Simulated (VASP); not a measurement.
Here is a VASP 6.6.1 calculation.

Contents of INCAR:

```
  PREC = Accurate
  ENCUT = 520
  EDIFF = 1E-6
  ISMEAR = -1
  SIGMA = 0.1
  LREAL = False
  LASPH = True
  NELM = 100
  ALGO = Normal
  ISIF = 2
  LWAVE = False
  LCHARG = False
  GGA = B5
  ALDAX = 1.0
  AGGAX = 1.0
  AGGAC = 1.0
  ALDAC = 0.0
  NBANDS = 10
```

The input KPOINTS:

```
Automatic mesh
0
Gamma
  8 8 11
```

Contents of POSCAR:

```
Mg
1.0
    5.2766069833      0.0000000000      0.0000000000
   -2.6383034917      4.5696756934      0.0000000000
    0.0000000000      0.0000000000      3.2177533418
Mg
3
Direct
    1.0000000000      1.0000000000      0.0000000000
    0.3333333333      0.6666666667      0.5000000000
    0.6666666667      0.3333333333      0.5000000000
```

Potentials or basis: VASP PAW PBE potentials, release 64 (Mg).

Run with:

```console
$ cat potpaw_PBE.64/Mg/POTCAR > POTCAR
$ mpirun -np 1 vasp_std > vasp.out
```

(1) What does it give for the band gap on the k mesh?

(2) What does it give for the pressure?

## Answers

(1) zero (bands 3 and 4 overlap by 3.96 eV).

(2) -1.9 GPa.

Caveat: the PAW data sets were made with another functional, which shifts forces and pressure a little.
